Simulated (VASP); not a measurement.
Input of a VASP 6.6.1 run:

File INCAR:

```
SYSTEM = B3H10N3
ALGO = Normal
EDIFF = 1E-6
ENCUT = 520
GGA = PE
ISIF = 2
ISMEAR = 0
LASPH = .True.
LCHARG = .False.
LREAL = Auto
LWAVE = .False.
NBANDS = 31
NELM = 100
PREC = Accurate
SIGMA = 0.05
```

File KPOINTS:

```
k-points
0
Gamma
  1 1 8
  0 0 0
```

Contents of POSCAR:

```
B3H10N3
1.0
   12.2000000000      0.0000000000      0.0000000000
    0.0000000000     13.2000000000      0.0000000000
    0.0000000000      0.0000000000      4.2245145343
B N H
3 3 10
Direct
    0.5523479528      0.5067221236      0.9998058547
    0.5523479528      0.3949882216      0.4998058547
    0.4476520472      0.5625890746      0.4998058547
    0.5523479528      0.5067221236      0.6251941453
    0.5523479528      0.3949882216      0.1251941453
    0.4476520472      0.5625890746      0.1251941453
    0.6318490408      0.5491448274      0.0950197551
    0.4728468648      0.3525655179      0.5950197551
    0.6318490408      0.3525655179      0.5950197551
    0.3681509592      0.5201663708      0.5950197551
    0.4476520472      0.6474344821      0.5950197551
    0.6204917425      0.5430844411      0.5435822307
    0.4842041631      0.3586259041      0.0435822307
    0.6204917425      0.3586259041      0.0435822307
    0.3795082575      0.5262267571      0.0435822307
    0.4476520472      0.6353137096      0.0435822307
```

Potentials or basis: VASP PAW PBE potentials, release 64 (B, N, H).

Launch:

```bash
$ cat potpaw_PBE.64/B/POTCAR potpaw_PBE.64/N/POTCAR potpaw_PBE.64/H/POTCAR > POTCAR
$ mpirun -np 1 vasp_std > vasp.out
```

(1) Predict the largest force.

(2) Estimate the band gap on the k mesh.

Answers

(1) 1.264 eV/Å.

(2) 5.02 eV, direct.
